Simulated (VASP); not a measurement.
# Ta2O (antifluorite type) (Fm-3m) in VASP: a series of runs

Ta2O (antifluorite type) is run at these levels: PBE; tasks: single point.

Everything below comes from runs of VASP 6.6.1. Logs are shortened: lines on timing, memory, paths and dates and some standing lists are left out, and cuts for length are marked.

## (1) The cell of the first run

The structure is cubic, space group Fm-3m (No. 225). The conventional cell has a = 5.721 Å, b = 5.721 Å, c = 5.721 Å, α = 90.00°, β = 90.00°, γ = 90.00°. Ta (site symmetry -43m) has 4 O at 2.48 Å and 6 Ta at 2.86 Å within 3.3 Å. Within 3.3 Å of O (site symmetry m-3m) lie 8 Ta at 2.48 Å.

## (2) Single point, PBE

File INCAR:

```
SYSTEM = Ta2O
ALGO = Normal
EDIFF = 1E-7
ENCUT = 520
GGA = PE
ISIF = 2
ISMEAR = -1
LASPH = .True.
LCHARG = .True.
LELF = .True.
LREAL = .False.
LVHAR = .True.
LWAVE = .False.
NBANDS = 21
NELM = 100
PREC = Accurate
SIGMA = 0.06122561905347299
```

File KPOINTS:

```
k-points
0
Gamma
  33 33 33
  0 0 0
```

File POSCAR:

```
Ta2O
1.0
    0.0000000000      2.8607435663      2.8607435663
    2.8607435663      0.0000000000      2.8607435663
    2.8607435663      2.8607435663      0.0000000000
Ta O
2 1
Direct
    0.2500000000      0.2500000000      0.2500000000
    0.7500000000      0.7500000000      0.7500000000
    0.0000000000      0.0000000000      0.0000000000
```

Potentials or basis: VASP PAW PBE potentials, release 64 (Ta_pv, O).

The run is started by

```bash
$ cat potpaw_PBE.64/Ta_pv/POTCAR potpaw_PBE.64/O/POTCAR > POTCAR
$ mpirun -np 1 vasp_std > vasp.out
```

OUTCAR:

```text
SYSTEM = Ta2O
   EDIFF = 1E-7
   ENCUT = 520
   GGA = PE
   ISIF = 2
   ISMEAR = -1
   LASPH = .True.
   LREAL = .False.
   NELM = 100
   PREC = Accurate

 ion  position               nearest neighbor table
   1  0.250  0.250  0.250-   3 2.48   3 2.48   3 2.48   3 2.48   2 2.86   2 2.86   2 2.86   2 2.86
                             2 2.86   2 2.86
   2  0.750  0.750  0.750-   3 2.48   3 2.48   3 2.48   3 2.48   1 2.86   1 2.86   1 2.86   1 2.86
                             1 2.86   1 2.86
   3  0.000  0.000  0.000-   2 2.48   2 2.48   2 2.48   1 2.48   2 2.48   1 2.48   1 2.48   1 2.48

  LATTYP: Found a face centered cubic cell.
 ALAT       =     5.7214871326

  Lattice vectors:

 A1 = (   0.0000000000,   2.8607435663,   2.8607435663)
 A2 = (   2.8607435663,   0.0000000000,   2.8607435663)
 A3 = (   2.8607435663,   2.8607435663,   0.0000000000)

Analysis of symmetry for initial positions (statically):
=====================================================================
 Subroutine PRICEL returns:
 Original cell was already a primitive cell.

 Routine SETGRP: Setting up the symmetry group for a
 face centered cubic supercell.

 Subroutine GETGRP returns: Found 48 space group operations
 (whereof 48 operations were pure point group operations)
 out of a pool of 48 trial point group operations.

The static configuration has the point symmetry O_h .

Analysis of symmetry for dynamics (positions and initial velocities):
=====================================================================
 Subroutine PRICEL returns:
 Original cell was already a primitive cell.

 Routine SETGRP: Setting up the symmetry group for a
 face centered cubic supercell.

 Subroutine GETGRP returns: Found 48 space group operations
 (whereof 48 operations were pure point group operations)
 out of a pool of 48 trial point group operations.

The dynamic configuration has the point symmetry O_h .

 Subroutine INISYM returns: Found 48 space group operations
 (whereof 48 operations are pure point group operations),
 and found     1 'primitive' translations

----------------------------------------------------------------------------------------

                                     Primitive cell

  volume of cell :      46.8238

  direct lattice vectors                    reciprocal lattice vectors
     0.000000000  2.860743566  2.860743566    -0.174779734  0.174779734  0.174779734
     2.860743566  0.000000000  2.860743566     0.174779734 -0.174779734  0.174779734
     2.860743566  2.860743566  0.000000000     0.174779734  0.174779734 -0.174779734

  length of vectors
     4.045702350  4.045702350  4.045702350     0.302727380  0.302727380  0.302727380

  position of ions in fractional coordinates (direct lattice)
     0.250000000  0.250000000  0.250000000
     0.750000000  0.750000000  0.750000000
     0.000000000  0.000000000  0.000000000

  ion indices of the primitive-cell ions
   primitive index   ion index
                 1           1
                 2           2
                 3           3

----------------------------------------------------------------------------------------

 KPOINTS: k-points

Automatic generation of k-mesh.
 Grid dimensions read from file:
 generate k-points for:   33   33   33

 Generating k-lattice:

  Cartesian coordinates                     Fractional coordinates (reciprocal lattice)
    -0.005296356  0.005296356  0.005296356     0.030303030  0.000000000  0.000000000
     0.005296356 -0.005296356  0.005296356     0.000000000  0.030303030  0.000000000
     0.005296356  0.005296356 -0.005296356     0.000000000  0.000000000  0.030303030

  Length of vectors
     0.009173557  0.009173557  0.009173557

  Shift w.r.t. Gamma in fractional coordinates (k-lattice)
     0.000000000  0.000000000  0.000000000

 Subroutine IBZKPT returns following result:
 ===========================================

 Found    969 irreducible k-points:

 Following reciprocal coordinates:
            Coordinates               Weight
  0.000000  0.000000  0.000000      1.000000
  0.030303  0.000000  0.000000      8.000000
  0.060606  0.000000  0.000000      8.000000
  0.090909  0.000000  0.000000      8.000000
  0.121212  0.000000  0.000000      8.000000
  0.151515  0.000000  0.000000      8.000000
[... 16 lines left out ...]
  0.181818  0.030303  0.000000     24.000000
  0.212121  0.030303  0.000000     24.000000
 [... further k-points ...]
   k-points           NKPTS =    969   k-points in BZ     NKDIM =    969   number of bands    NBANDS=     21
   number of dos      NEDOS =    301   number of ions     NIONS =      3
   total plane-waves  NPLWV =  27000
   dimension x,y,z NGX =    30 NGY =   30 NGZ =   30
   dimension x,y,z NGXF=    60 NGYF=   60 NGZF=   60
   ions per type =               2   1
   NGX,Y,Z   is equivalent  to a cutoff of  12.33, 12.33, 12.33 a.u.
   NGXF,Y,Z  is equivalent  to a cutoff of  24.66, 24.66, 24.66 a.u.
 SYSTEM =  Ta2O
   PREC   = accura    normal or accurate (medium, high low for compatibility)
   ISTART =      0    job   : 0-new  1-cont  2-samecut
   ICHARG =      2    charge: 1-file 2-atom 10-const
   ISPIN  =      1    spin polarized calculation?
   LNONCOLLINEAR =      F non collinear calculations
   LSORBIT =      F    spin-orbit coupling
   LASPH  =      T    aspherical Exc in radial PAW
   ENCUT  =  520.0 eV  38.22 Ry    6.18 a.u.   7.52  7.52  7.52*2*pi/ulx,y,z
   NELM   =    100;   NELMIN=  2; NELMDL= -5     # of ELM steps
   EDIFF  = 0.1E-06   stopping-criterion for ELM
   LREAL  =      F    real-space projection
   EDIFFG = 0.1E-05   stopping-criterion for IOM
   NSW    =      0    number of steps for IOM
   IBRION =     -1    ionic relax: 0-MD 1-quasi-New 2-CG
   NFREE  =      0    steps in history (QN), initial steepest desc. (CG)
   ISIF   =      2    stress and relaxation
   ISYM   =      2    0-nonsym 1-usesym 2-fastsym
   POTIM  = 0.5000    time-step for ionic-motion
   TEBEG  =    0.0;   TEEND  =   0.0 temperature during run
   PSTRESS=    0.0 pullay stress
   NELECT =      28.0000    total number of electrons
   NUPDOWN=      -1.0000    fix difference up-down
   EMIN   =  10.00;   EMAX   =-10.00  energy-range for DOS
   EFERMI =   0.00;   METHOD = LEGACY
   ISMEAR =    -1;   SIGMA  =   0.06  broadening in eV -4-tet -1-fermi 0-gaus
   EFERMI_NEDOS =   21; number of points for ismear=-14 and -15
   IALGO  =     38    algorithm
   IMIX   =      4    mixing-type and parameters
     AMIX     =   0.40;   BMIX     =  1.00
     AMIX_MAG =   1.60;   BMIX_MAG =  1.00
  volume/ion in A,a.u.               =      15.61       105.33
  Fermi-wavevector in a.u.,A,eV,Ry     =   1.379236  2.606378 25.882253  1.902292
  Thomas-Fermi vector in A             =   2.504224
   LORBIT       =      0    0 simple, 1 ext, 2 COOP (PROOUT), +10 PAW based schemes
   GGA     = PE    functional components
[... 5 lines left out ...]
 non-spin polarized calculation
  energy-cutoff  :      520.00
  volume of cell :       46.82
 maximum number of plane-waves:      1291
   NGX = 15   NGY = 15   NGZ = 15

 number of electron      28.0000006 magnetization

 Free energy of the ion-electron system (eV)
  ---------------------------------------------------
  ext. energy  EPLUGINS =         0.00000000
  ---------------------------------------------------
  free energy    TOTEN  =       -28.05997669 eV

  energy without entropy =      -28.04237095  energy(sigma->0) =      -28.05117382

 E-fermi :   6.0439     XC(G=0): -12.0632

 val. band max:        6.0400589446   @ k =  -0.1515   0.0303   0.0000
 cond. band min:       6.0458895639   @ k =  -0.4545   0.0909   0.0000
 fundamental gap:      0.0058306193
 Fermi energy:         6.0439121299

 k-point     1 :       0.0000    0.0000    0.0000
  band No.  band energies     occupation
      1     -29.3998      2.00000
      2     -29.3998      2.00000
      3     -29.3998      2.00000
      4     -28.8012      2.00000
      5     -28.8012      2.00000
      6     -28.8012      2.00000
[... 13 lines left out ...]
     20      12.5405      0.00000
     21      12.5405      0.00000

 k-point     2 :       0.0303    0.0000    0.0000
  band No.  band energies     occupation
      1     -29.3989      2.00000
      2     -29.3986      2.00000
      3     -29.3986      2.00000
      4     -28.8032      2.00000
      5     -28.8027      2.00000
      6     -28.8027      2.00000
[... 13 lines left out ...]
     20      12.3920      0.00000
     21      12.3920      0.00000

 k-point     3 :       0.0606    0.0000    0.0000
  band No.  band energies     occupation
      1     -29.3961      2.00000
      2     -29.3949      2.00000
      3     -29.3949      2.00000
      4     -28.8091      2.00000
      5     -28.8072      2.00000
      6     -28.8072      2.00000
[... 13 lines left out ...]
     20      12.0461      0.00000
     21      12.0461      0.00000

 k-point     4 :       0.0909    0.0000    0.0000
  band No.  band energies     occupation
      1     -29.3914      2.00000
      2     -29.3889      2.00000
      3     -29.3889      2.00000
      4     -28.8189      2.00000
      5     -28.8146      2.00000
      6     -28.8146      2.00000
[... 13 lines left out ...]
     20      11.6218      0.00000
     21      11.6218      0.00000

 k-point     5 :       0.1212    0.0000    0.0000
  band No.  band energies     occupation
      1     -29.3850      2.00000
      2     -29.3805      2.00000
      3     -29.3805      2.00000
      4     -28.8322      2.00000
      5     -28.8249      2.00000
      6     -28.8249      2.00000
[... 13 lines left out ...]
     20      11.1698      0.00000
     21      11.1698      0.00000
[... 382 lines left out ...]
     20      10.9366      0.00000
     21      11.6041      0.00000

 k-point    22 :       0.1515    0.0303    0.0000
  band No.  band energies     occupation
      1     -29.3883      2.00000
      2     -29.3851      2.00000
      3     -29.3508      2.00000
      4     -28.8661      2.00000
      5     -28.8258      2.00000
      6     -28.8216      2.00000
[... 13 lines left out ...]
     20      10.4841      0.00000
     21      11.1489      0.00000

 k-point    23 :       0.1818    0.0303    0.0000
  band No.  band energies     occupation
      1     -29.3802      2.00000
      2     -29.3752      2.00000
      3     -29.3350      2.00000
      4     -28.8874      2.00000
      5     -28.8402      2.00000
      6     -28.8340      2.00000
[... 13 lines left out ...]
     20      10.1124      0.00000
     21      10.6896      0.00000

 k-point    24 :       0.2121    0.0303    0.0000
  band No.  band energies     occupation
      1     -29.3702      2.00000
      2     -29.3630      2.00000
      3     -29.3173      2.00000
      4     -28.9109      2.00000
      5     -28.8573      2.00000
      6     -28.8490      2.00000
[... 13 lines left out ...]
     20       9.9693      0.00000
     21      10.2412      0.00000

 [... further k-points ...]

------------------------ aborting loop because EDIFF is reached ----------------------------------------

  FORCE on cell =-STRESS in cart. coord.  units (eV):
  Direction    XX          YY          ZZ          XY          YZ          ZX
  --------------------------------------------------------------------------------------
  -------------------------------------------------------------------------------------
  Total       -1.8690055     -1.8690055     -1.8690055     -0.0000000     -0.0000000      0.0000000
  in kB      -63.9520361    -63.9520361    -63.9520361     -0.0000000     -0.0000000      0.0000000
  external PRESSURE =     -63.9520361 kB  Pullay stress =       0.0000000 kB

 VOLUME and BASIS-vectors are now :
 -----------------------------------------------------------------------------
  energy-cutoff  :      520.00
  volume of cell :       46.82
      direct lattice vectors                 reciprocal lattice vectors
     0.000000000  2.860743566  2.860743566    -0.174779734  0.174779734  0.174779734
     2.860743566  0.000000000  2.860743566     0.174779734 -0.174779734  0.174779734
     2.860743566  2.860743566  0.000000000     0.174779734  0.174779734 -0.174779734

 POSITION                                       TOTAL-FORCE (eV/Angst)
 -----------------------------------------------------------------------------------
      1.43037      1.43037      1.43037         0.000000      0.000000      0.000000
      4.29112      4.29112      4.29112        -0.000000     -0.000000     -0.000000
      0.00000      0.00000      0.00000        -0.000000      0.000000     -0.000000
 -----------------------------------------------------------------------------------
    total drift:                               -0.000000      0.000000      0.000000

  FREE ENERGIE OF THE ION-ELECTRON SYSTEM (eV)
  ---------------------------------------------------
  free  energy   TOTEN  =       -28.0599766854 eV

  energy  without entropy=      -28.0423709470  energy(sigma->0) =      -28.05117382
```

Wall time 17 min (1 thread of Oxide Virtual Turin-like, shared host); peak memory 0.83 GiB.

What came out:

```yaml
Free_energy: -28.0600 eV
Pressure: -6.4 GPa
Band_gap_on_the_k_mesh: zero (bands 14 and 15 overlap by 1.04 eV)
```

Caveat: the cell stands under tension; spin-orbit coupling is left out, which moves the levels of the heavy elements.

## (3) Single point, PBE

This run uses another cell than the first one, of 15.31 Å³/atom.

File INCAR:

```
SYSTEM = Ta2O
PREC = Accurate ; ENCUT = 520
EDIFF = 1E-7 ; ISMEAR = -1
SIGMA = 0.06122561905347299 ; LREAL = .False.
LASPH = .True. ; NELM = 60
ALGO = Normal ; ISIF = 2
LWAVE = .False. ; LCHARG = .False.
GGA = PE ; NBANDS = 21
```

File KPOINTS:

```
Automatic mesh
0
Gamma
  33 33 33
  0 0 0
```

File POSCAR:

```
Ta2O
1.0
    0.0000000000      2.8422866423      2.8422866423
    2.8422866423      0.0000000000      2.8422866423
    2.8422866423      2.8422866423      0.0000000000
Ta O
2 1
Direct
    0.2500000000      0.2500000000      0.2500000000
    0.7500000000      0.7500000000      0.7500000000
    0.0000000000      0.0000000000      0.0000000000
```

Potentials or basis: VASP PAW PBE potentials, release 64 (Ta_pv, O).

The run is started by

```bash
$ cat potpaw_PBE.64/Ta_pv/POTCAR potpaw_PBE.64/O/POTCAR > POTCAR
$ mpirun -np 1 vasp_std > vasp.out
```

OUTCAR:

```text
SYSTEM = Ta2O
   PREC = Accurate
   ENCUT = 520
   EDIFF = 1E-7
   ISMEAR = -1
   LREAL = .False.
   LASPH = .True.
   NELM = 60
   ISIF = 2
   GGA = PE

 ion  position               nearest neighbor table
   1  0.250  0.250  0.250-   3 2.46   3 2.46   3 2.46   3 2.46   2 2.84   2 2.84   2 2.84   2 2.84
                             2 2.84   2 2.84
   2  0.750  0.750  0.750-   3 2.46   3 2.46   3 2.46   3 2.46   1 2.84   1 2.84   1 2.84   1 2.84
                             1 2.84   1 2.84
   3  0.000  0.000  0.000-   1 2.46   2 2.46   2 2.46   2 2.46   2 2.46   1 2.46   1 2.46   1 2.46

  LATTYP: Found a face centered cubic cell.
[... 773 lines left out ...]
  --------------------------------------------------------------------------------------
  -------------------------------------------------------------------------------------
  Total       -0.9629746     -0.9629746     -0.9629746      0.0000000      0.0000000     -0.0000000
  in kB      -33.5963265    -33.5963265    -33.5963265      0.0000000      0.0000000     -0.0000000
  external PRESSURE =     -33.5963265 kB  Pullay stress =       0.0000000 kB

 VOLUME and BASIS-vectors are now :
 -----------------------------------------------------------------------------
  energy-cutoff  :      520.00
  volume of cell :       45.92
      direct lattice vectors                 reciprocal lattice vectors
     0.000000000  2.842286642  2.842286642    -0.175914699  0.175914699  0.175914699
     2.842286642  0.000000000  2.842286642     0.175914699 -0.175914699  0.175914699
     2.842286642  2.842286642  0.000000000     0.175914699  0.175914699 -0.175914699

 POSITION                                       TOTAL-FORCE (eV/Angst)
 -----------------------------------------------------------------------------------
      1.42114      1.42114      1.42114         0.000000      0.000000      0.000000
      4.26343      4.26343      4.26343        -0.000000     -0.000000     -0.000000
      0.00000      0.00000      0.00000         0.000000     -0.000000     -0.000000
 -----------------------------------------------------------------------------------
    total drift:                               -0.000000      0.000000      0.000000

  FREE ENERGIE OF THE ION-ELECTRON SYSTEM (eV)
  ---------------------------------------------------
  free  energy   TOTEN  =       -28.0868564192 eV

  energy  without entropy=      -28.0692864518  energy(sigma->0) =      -28.07807144
```

It took 23 min on 1 thread of Oxide Virtual Turin-like, shared host; peak memory 0.81 GiB.

What came out:

```
Free energy            : -28.0869 eV
Pressure               : -3.4 GPa
Band gap on the k mesh : zero (bands 14 and 15 overlap by 1.02 eV)
```

Levels at points of the mesh, in eV from the Fermi level:
```tsv
k point	band 10	band 11	band 12	band 13	band 14	band 15	band 16	band 17	band 18	band 19
(0.00, 0.00, 0.00)	-7.38	-5.35	-3.50	-3.50	0.74	0.74	0.74	4.13	4.13	4.13
```

Caveat: the cell stands under tension; spin-orbit coupling is left out, which moves the levels of the heavy elements.
